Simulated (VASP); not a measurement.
# Ga (P6/mmm) in VASP: notebook

The runs below take Ga through single point, with revPBE.

Program: VASP 6.6.1. These are calculated values, not measurements. Logs are shortened: lines on timing, memory, paths and dates and some standing lists are left out, and cuts for length are marked.

### 1 The cell of the first run

Symmetry: P6/mmm, No. 191, hexagonal system. The conventional cell has a = 4.811 Å, b = 4.811 Å, c = 3.089 Å, α = 90.00°, β = 90.00°, γ = 120.00°. Within 4.1 Å of Ga (site symmetry 6/mmm) lie 14 Ga at 3.09 to 3.18 Å. Ga (site symmetry -6m2) has 11 Ga at 2.78 to 3.18 Å within 3.7 Å.

This isn't the form of Ga at room conditions, which is orthorhombic.

### 2 Single point, revPBE (20.63 Å³/atom)

File INCAR:

```
SYSTEM = Ga
PREC = Accurate
ENCUT = 520
EDIFF = 1E-6
ISMEAR = -1
SIGMA = 0.1
LREAL = .False.
LASPH = .True.
NELM = 60
ALGO = Normal
ISIF = 2
LWAVE = .False.
LCHARG = .False.
GGA = RE
NBANDS = 26
```

File KPOINTS:

```
regular mesh
0
Gamma
  9 9 12
  0 0 0
```

File POSCAR:

```
Ga
1.0
    4.8106047532      0.0000000000      0.0000000000
   -2.4053023766      4.1661059238      0.0000000000
    0.0000000000      0.0000000000      3.0885173723
Ga
3
Direct
    0.0000000000      0.0000000000      0.0000000000
    0.3333333333      0.6666666667      0.5000000000
    0.6666666667      0.3333333333      0.5000000000
```

Potentials or basis: VASP PAW PBE potentials, release 64 (Ga_d).

The run is started by

```bash
$ cat potpaw_PBE.64/Ga_d/POTCAR > POTCAR
$ mpirun -np 1 vasp_std > vasp.out
```

OUTCAR:

```text
SYSTEM = Ga
   PREC = Accurate
   ENCUT = 520
   EDIFF = 1E-6
   ISMEAR = -1
   LREAL = .False.
   LASPH = .True.
   NELM = 60
   ISIF = 2
   GGA = RE

 ion  position               nearest neighbor table
   1  0.000  0.000  0.000-
   2  0.333  0.667  0.500-   3 2.78   3 2.78   3 2.78
   3  0.667  0.333  0.500-   2 2.78   2 2.78   2 2.78

  LATTYP: Found a hexagonal cell.
 ALAT       =     4.8106047532
 C/A-ratio  =     0.6420226834

  Lattice vectors:

 A1 = (   4.8106047532,   0.0000000000,   0.0000000000)
 A2 = (  -2.4053023766,   4.1661059238,   0.0000000000)
 A3 = (   0.0000000000,   0.0000000000,   3.0885173723)

Analysis of symmetry for initial positions (statically):
=====================================================================
 Subroutine PRICEL returns:
 Original cell was already a primitive cell.

 Routine SETGRP: Setting up the symmetry group for a
 hexagonal supercell.

 Subroutine GETGRP returns: Found 24 space group operations
 (whereof 24 operations were pure point group operations)
 out of a pool of 24 trial point group operations.

The static configuration has the point symmetry D_6h.

Analysis of symmetry for dynamics (positions and initial velocities):
=====================================================================
 Subroutine PRICEL returns:
 Original cell was already a primitive cell.

 Routine SETGRP: Setting up the symmetry group for a
 hexagonal supercell.

 Subroutine GETGRP returns: Found 24 space group operations
 (whereof 24 operations were pure point group operations)
 out of a pool of 24 trial point group operations.

The dynamic configuration has the point symmetry D_6h.

 Subroutine INISYM returns: Found 24 space group operations
 (whereof 24 operations are pure point group operations),
 and found     1 'primitive' translations

----------------------------------------------------------------------------------------

                                     Primitive cell

  volume of cell :      61.8985

  direct lattice vectors                    reciprocal lattice vectors
     4.810604753  0.000000000  0.000000000     0.207874072  0.120016152  0.000000000
    -2.405302377  4.166105924  0.000000000     0.000000000  0.240032303  0.000000000
     0.000000000  0.000000000  3.088517372     0.000000000  0.000000000  0.323779950

  length of vectors
     4.810604753  4.810604753  3.088517372     0.240032303  0.240032303  0.323779950

  position of ions in fractional coordinates (direct lattice)
     0.000000000  0.000000000  0.000000000
     0.333333333  0.666666667  0.500000000
     0.666666667  0.333333333  0.500000000

  ion indices of the primitive-cell ions
   primitive index   ion index
                 1           1
                 2           2
                 3           3

----------------------------------------------------------------------------------------

 KPOINTS: regular mesh

Automatic generation of k-mesh.
 Grid dimensions read from file:
 generate k-points for:    9    9   12

 Generating k-lattice:

  Cartesian coordinates                     Fractional coordinates (reciprocal lattice)
     0.023097119  0.013335128  0.000000000     0.111111111  0.000000000  0.000000000
     0.000000000  0.026670256  0.000000000     0.000000000  0.111111111  0.000000000
     0.000000000  0.000000000  0.026981662     0.000000000  0.000000000  0.083333333

  Length of vectors
     0.026670256  0.026670256  0.026981662

  Shift w.r.t. Gamma in fractional coordinates (k-lattice)
     0.000000000  0.000000000  0.000000000

 Subroutine IBZKPT returns following result:
 ===========================================

 Found     84 irreducible k-points:

 Following reciprocal coordinates:
            Coordinates               Weight
  0.000000  0.000000  0.000000      1.000000
  0.111111  0.000000  0.000000      6.000000
  0.222222  0.000000  0.000000      6.000000
  0.333333  0.000000  0.000000      6.000000
  0.444444  0.000000  0.000000      6.000000
  0.111111  0.111111  0.000000      6.000000
[... 16 lines left out ...]
  0.333333  0.222222  0.083333     24.000000
  0.333333  0.333333  0.083333      4.000000
 [... further k-points ...]
   k-points           NKPTS =     84   k-points in BZ     NKDIM =     84   number of bands    NBANDS=     26
   number of dos      NEDOS =    301   number of ions     NIONS =      3
   total plane-waves  NPLWV =  31104
   dimension x,y,z NGX =    36 NGY =   36 NGZ =   24
   dimension x,y,z NGXF=    72 NGYF=   72 NGZF=   48
   ions per type =               3
   NGX,Y,Z   is equivalent  to a cutoff of  12.44, 12.44, 12.92 a.u.
   NGXF,Y,Z  is equivalent  to a cutoff of  24.88, 24.88, 25.84 a.u.
 SYSTEM =  Ga
   PREC   = accura    normal or accurate (medium, high low for compatibility)
   ISTART =      0    job   : 0-new  1-cont  2-samecut
   ICHARG =      2    charge: 1-file 2-atom 10-const
   ISPIN  =      1    spin polarized calculation?
   LNONCOLLINEAR =      F non collinear calculations
   LSORBIT =      F    spin-orbit coupling
   LASPH  =      T    aspherical Exc in radial PAW
   ENCUT  =  520.0 eV  38.22 Ry    6.18 a.u.   8.94  8.94  5.74*2*pi/ulx,y,z
   NELM   =     60;   NELMIN=  2; NELMDL= -5     # of ELM steps
   EDIFF  = 0.1E-05   stopping-criterion for ELM
   LREAL  =      F    real-space projection
   EDIFFG = 0.1E-04   stopping-criterion for IOM
   NSW    =      0    number of steps for IOM
   IBRION =     -1    ionic relax: 0-MD 1-quasi-New 2-CG
   NFREE  =      0    steps in history (QN), initial steepest desc. (CG)
   ISIF   =      2    stress and relaxation
   ISYM   =      2    0-nonsym 1-usesym 2-fastsym
   POTIM  = 0.5000    time-step for ionic-motion
   TEBEG  =    0.0;   TEEND  =   0.0 temperature during run
   PSTRESS=    0.0 pullay stress
   NELECT =      39.0000    total number of electrons
   NUPDOWN=      -1.0000    fix difference up-down
   EMIN   =  10.00;   EMAX   =-10.00  energy-range for DOS
   EFERMI =   0.00;   METHOD = LEGACY
   ISMEAR =    -1;   SIGMA  =   0.10  broadening in eV -4-tet -1-fermi 0-gaus
   EFERMI_NEDOS =   21; number of points for ismear=-14 and -15
   IALGO  =     38    algorithm
   IMIX   =      4    mixing-type and parameters
     AMIX     =   0.40;   BMIX     =  1.00
     AMIX_MAG =   1.60;   BMIX_MAG =  1.00
  volume/ion in A,a.u.               =      20.63       139.24
  Fermi-wavevector in a.u.,A,eV,Ry     =   1.403470  2.652173 26.799763  1.969727
  Thomas-Fermi vector in A             =   2.526128
   LORBIT       =      0    0 simple, 1 ext, 2 COOP (PROOUT), +10 PAW based schemes
   GGA     = RE    functional components
   LHFCALC =     F    Hartree Fock is set to
   AEXX    =    0.0000 exact exchange contribution
   IVDW    =     0    specifies the selected vdW correction
   LEPSILON=     F    determine dielectric tensor
   LRPA    =     F    only Hartree local field effects (RPA)
 non-spin polarized calculation
  energy-cutoff  :      520.00
  volume of cell :       61.90
 maximum number of plane-waves:      1685
 NGX is ok and might be reduce to    36
   NGX = 17   NGY = 17   NGZ = 11

 number of electron      38.9999967 magnetization

 Free energy of the ion-electron system (eV)
  ---------------------------------------------------
  ext. energy  EPLUGINS =         0.00000000
  ---------------------------------------------------
  free energy    TOTEN  =        -7.71641519 eV

  energy without entropy =       -7.66349845  energy(sigma->0) =       -7.68995682

 E-fermi :   4.8327     XC(G=0): -10.4741

 val. band max:        4.8154922380   @ k =   0.1111   0.1111   0.2500
 cond. band min:       4.8378615204   @ k =   0.4444   0.0000   0.5000
 fundamental gap:      0.0223692824
 Fermi energy:         4.8327419634

 k-point     1 :       0.0000    0.0000    0.0000
  band No.  band energies     occupation
      1     -10.1608      2.00000
      2     -10.0225      2.00000
      3     -10.0225      2.00000
      4     -10.0003      2.00000
      5      -9.9964      2.00000
      6      -9.9748      2.00000
[... 18 lines left out ...]
     25      15.7922      0.00000
     26      15.8281      0.00000

 k-point     2 :       0.1111    0.0000    0.0000
  band No.  band energies     occupation
      1     -10.1568      2.00000
      2     -10.0425      2.00000
      3     -10.0376      2.00000
      4     -10.0045      2.00000
      5      -9.9916      2.00000
      6      -9.9849      2.00000
[... 18 lines left out ...]
     25      15.4461      0.00000
     26      15.6453      0.00000

 k-point     3 :       0.2222    0.0000    0.0000
  band No.  band energies     occupation
      1     -10.1462      2.00000
      2     -10.0770      2.00000
      3     -10.0637      2.00000
      4     -10.0169      2.00000
      5      -9.9998      2.00000
      6      -9.9942      2.00000
[... 18 lines left out ...]
     25      14.1911      0.00000
     26      14.4815      0.00000

 k-point     4 :       0.3333    0.0000    0.0000
  band No.  band energies     occupation
      1     -10.1353      2.00000
      2     -10.1053      2.00000
      3     -10.0844      2.00000
      4     -10.0312      2.00000
      5     -10.0113      2.00000
      6      -9.9975      2.00000
[... 18 lines left out ...]
     25      13.2948      0.00000
     26      13.3321      0.00000

 k-point     5 :       0.4444    0.0000    0.0000
  band No.  band energies     occupation
      1     -10.1376      2.00000
      2     -10.1099      2.00000
      3     -10.0952      2.00000
      4     -10.0418      2.00000
      5     -10.0175      2.00000
      6      -9.9996      2.00000
[... 18 lines left out ...]
     25      11.8966      0.00000
     26      12.2311      0.00000

 k-point     6 :       0.1111    0.1111    0.0000
  band No.  band energies     occupation
      1     -10.1495      2.00000
      2     -10.0646      2.00000
      3     -10.0615      2.00000
      4     -10.0069      2.00000
      5      -9.9974      2.00000
      6      -9.9929      2.00000
[... 427 lines left out ...]
 k-point    21 :       0.4444    0.1111    0.0833
  band No.  band energies     occupation
      1     -10.1375      2.00000
      2     -10.1015      2.00000
      3     -10.0997      2.00000
      4     -10.0284      2.00000
      5     -10.0178      2.00000
      6      -9.9931      2.00000
[... 18 lines left out ...]
     25      11.7279      0.00000
     26      12.9491      0.00000

 k-point    22 :       0.2222    0.2222    0.0833
  band No.  band energies     occupation
      1     -10.1317      2.00000
      2     -10.1059      2.00000
      3     -10.0933      2.00000
      4     -10.0162      2.00000
      5     -10.0092      2.00000
      6      -9.9957      2.00000
[... 18 lines left out ...]
     25      12.2510      0.00000
     26      12.3510      0.00000

 k-point    23 :       0.3333    0.2222    0.0833
  band No.  band energies     occupation
      1     -10.1407      2.00000
      2     -10.1033      2.00000
      3     -10.1000      2.00000
      4     -10.0182      2.00000
      5     -10.0094      2.00000
      6      -9.9943      2.00000
[... 18 lines left out ...]
     25      12.4249      0.00000
     26      12.8073      0.00000

 k-point    24 :       0.3333    0.3333    0.0833
  band No.  band energies     occupation
      1     -10.1452      2.00000
      2     -10.1019      2.00000
      3     -10.1019      2.00000
      4     -10.0139      2.00000
      5     -10.0024      2.00000
      6     -10.0024      2.00000
[... 18 lines left out ...]
     25      13.3999      0.00000
     26      13.3999      0.00000

 [... further k-points ...]

------------------------ aborting loop because EDIFF is reached ----------------------------------------

  FORCE on cell =-STRESS in cart. coord.  units (eV):
  Direction    XX          YY          ZZ          XY          YZ          ZX
  --------------------------------------------------------------------------------------
  -------------------------------------------------------------------------------------
  Total       -0.4099513     -0.4099513     -0.5734187      0.0000000     -0.0000000      0.0000000
  in kB      -10.6111582    -10.6111582    -14.8423411      0.0000000     -0.0000000      0.0000000
  external PRESSURE =     -12.0215525 kB  Pullay stress =       0.0000000 kB

 VOLUME and BASIS-vectors are now :
 -----------------------------------------------------------------------------
  energy-cutoff  :      520.00
  volume of cell :       61.90
      direct lattice vectors                 reciprocal lattice vectors
     4.810604753  0.000000000  0.000000000     0.207874072  0.120016152  0.000000000
    -2.405302377  4.166105924  0.000000000     0.000000000  0.240032303  0.000000000
     0.000000000  0.000000000  3.088517372     0.000000000  0.000000000  0.323779950

 POSITION                                       TOTAL-FORCE (eV/Angst)
 -----------------------------------------------------------------------------------
      0.00000      0.00000      0.00000        -0.000000      0.000000      0.000000
     -0.00000      2.77740      1.54426        -0.000000      0.000000     -0.000000
      2.40530      1.38870      1.54426         0.000000     -0.000000      0.000000
 -----------------------------------------------------------------------------------
    total drift:                                0.000000      0.000000     -0.000000

  FREE ENERGIE OF THE ION-ELECTRON SYSTEM (eV)
  ---------------------------------------------------
  free  energy   TOTEN  =        -7.7164151920 eV

  energy  without entropy=       -7.6634984531  energy(sigma->0) =       -7.68995682
```

It took 2.4 min on 1 thread of AMD EPYC 7R13, shared host; peak memory 0.24 GiB.

What came out:

* Free energy: -7.7164 eV
* Pressure: -1.2 GPa
* Band gap on the k mesh: zero (an odd number of electrons rules out a gap without spin polarisation)

Stress tensor (GPa, compression positive):
```
-1.06  0.00  0.00
 0.00 -1.06  0.00
 0.00  0.00 -1.48
```

Caveat: the PAW data sets were made with another functional, which shifts forces and pressure a little.

### 3 Single point, revPBE (21.43 Å³/atom)

This run uses another cell than the first one, of 21.43 Å³/atom.

File INCAR:

```
PREC     = Accurate       # precision mode
ENCUT    = 520            # plane-wave cutoff, eV
EDIFF    = 1E-7           # SCF threshold, eV
ISMEAR   = -1             # smearing method
SIGMA    = 0.1            # smearing width, eV
LREAL    = F              # projectors in reciprocal space
LASPH    = T              # aspherical terms in the spheres
NELM     = 100            # most SCF steps
ALGO     = Normal         # electronic algorithm
ISIF     = 2              # what is computed and relaxed
LWAVE    = F              # write WAVECAR
LCHARG   = F              # write CHGCAR
GGA      = RE             # functional
NBANDS   = 26             # bands
```

File KPOINTS:

```
Automatic mesh
0
Gamma
  9 9 12
```

File POSCAR:

```
Ga
1.0
    4.8715049493      0.0000000000      0.0000000000
   -2.4357524747      4.2188470407      0.0000000000
    0.0000000000      0.0000000000      3.1276166796
Ga
3
Direct
    0.0000000000      0.0000000000      0.0000000000
    0.3333333333      0.6666666667      0.5000000000
    0.6666666667      0.3333333333      0.5000000000
```

Potentials or basis: VASP PAW PBE potentials, release 64 (Ga_d).

The run is started by

```bash
$ cat potpaw_PBE.64/Ga_d/POTCAR > POTCAR
$ mpirun -np 1 vasp_std > vasp.out
```

Wall time 2.6 min (1 thread of AMD EPYC 7R13, shared host); peak memory 0.25 GiB.

It converged, with:

```
Free energy            : -7.6882 eV
Pressure               : -2.4 GPa
Band gap on the k mesh : zero (an odd number of electrons rules out a gap without spin polarisation)
```

Stress tensor (GPa, compression positive):
```
-2.33  0.00  0.00
 0.00 -2.33  0.00
 0.00  0.00 -2.65
```

Levels at points of the mesh, in eV from the Fermi level:
| k point | band 16 | band 17 | band 18 | band 19 | band 20 | band 21 | band 22 | band 23 |
| --- | --- | --- | --- | --- | --- | --- | --- | --- |
| (0.00, 0.00, 0.00) | -10.12 | -2.80 | -2.51 | -0.91 | -0.91 | -0.70 | -0.70 | 4.52 |
| (0.00, 0.00, 0.50) | -6.82 | -5.61 | 0.49 | 1.27 | 1.27 | 1.30 | 1.51 | 2.06 |

Caveat: the PAW data sets were made with another functional, which shifts forces and pressure a little.

### 4 Single point, revPBE (22.22 Å³/atom)

This run uses another cell than the first one, of 22.22 Å³/atom.

File INCAR:

```
SYSTEM = Ga
PREC = Accurate
ENCUT = 520
EDIFF = 1E-6
ISMEAR = -1
SIGMA = 0.1
LREAL = .False.
LASPH = .True.
NELM = 100
ALGO = Normal
ISIF = 2
LWAVE = .False.
LCHARG = .True.
GGA = RE
LELF = .True.
LVHAR = .True.
NBANDS = 26
```

File KPOINTS:

```
regular mesh
0
Gamma
  9 9 12
  0 0 0
```

File POSCAR:

```
Ga
1.0
    4.9309194018      0.0000000000      0.0000000000
   -2.4654597009      4.2703014660      0.0000000000
    0.0000000000      0.0000000000      3.1657621058
Ga
3
Direct
    0.0000000000      0.0000000000      0.0000000000
    0.3333333333      0.6666666667      0.5000000000
    0.6666666667      0.3333333333      0.5000000000
```

The run is started by

```bash
$ cat potpaw_PBE.64/Ga_d/POTCAR > POTCAR
$ mpirun -np 1 vasp_std > vasp.out
```

Wall time 3.1 min (1 thread of AMD EPYC 7R13, shared host); peak memory 0.25 GiB.

It converged, with:

- Free energy: -7.6442 eV
- Pressure: -3.3 GPa
- Band gap on the k mesh: zero (an odd number of electrons rules out a gap without spin polarisation)

Stress tensor (GPa, compression positive):
```
-3.24  0.00  0.00
 0.00 -3.24  0.00
 0.00  0.00 -3.46
```

Levels at points of the mesh, in eV from the Fermi level:
```csv
k point,band 15,band 16,band 17,band 18,band 19,band 20,band 21,band 22,band 23,band 24
"(0.00, 0.00, 0.00)",-14.67,-9.89,-2.89,-2.59,-0.85,-0.85,-0.63,-0.63,4.42,7.70
"(0.00, 0.00, 0.50)",-14.65,-6.71,-5.49,0.23,1.15,1.26,1.26,1.45,2.03,2.77
```

Caveat: the cell stands under tension; the PAW data sets were made with another functional, which shifts forces and pressure a little.

### 5 Overview

| cell | gap on the mesh (eV) | pressure (GPa) |
| --- | --- | --- |
| a = 4.811, b = 4.811, c = 3.089 Å, angles 90.0, 90.0, 120.0°, 3 atoms | none | -1.2 |
| a = 4.872, b = 4.872, c = 3.128 Å, angles 90.0, 90.0, 120.0°, 3 atoms | none | -2.4 |
| a = 4.931, b = 4.931, c = 3.166 Å, angles 90.0, 90.0, 120.0°, 3 atoms | none | -3.3 |

Alike in all rows: task single point; level revPBE; potentials or basis VASP PAW PBE potentials, release 64 (Ga_d); no spin polarisation; k mesh 9 × 9 × 12; cutoff (eV) 520; smearing fermi-dirac 0.1 eV.

Caveats: the PAW data sets were made with another functional, which shifts forces and pressure a little; the cell stands under tension (at least some runs).

Absolute energies hang on the potentials; compare differences alone.

The gap in the log of VASP goes by the Fermi energy; the results here count the filled bands.